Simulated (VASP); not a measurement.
**La: single point with LDA**

Crystal: La.

```
La
1.0
    -1.73322    1.73322    1.73322
     1.73322   -1.73322    1.73322
     1.73322    1.73322   -1.73322
La
1
Direct
  0.00000 0.00000 0.00000
```

This isn't the form of La at room conditions, which is double hcp.

```
Program             : VASP 6.6.1
Task                : single point
Functional          : LDA
Potentials or basis : VASP PAW LDA potentials, release 64 (La)
Cutoff              : 500 eV
k mesh              : 15 × 15 × 15
Occupations         : gaussian, width 0.05 eV
Spin                : no spin polarisation
```

| Property | Result |
| --- | --- |
| Pressure | 29.8 GPa |
| Band gap on the k mesh | zero (an odd number of electrons rules out a gap without spin polarisation) |

Levels at points of the mesh, in eV from the Fermi level:
```csv
k point,band 4,band 5,band 6,band 7,band 8,band 9
"(0.00, 0.00, 0.00)",-13.13,-0.81,1.72,1.72,1.72,2.14
```

It took 10 s on 1 thread of Intel(R) Xeon(R) 6975P-C (Granite Rapids), on a shared host, peak memory 0.16 GiB.

Caveat: the cell stands under pressure; spin-orbit coupling is left out, which moves the levels of the heavy elements.
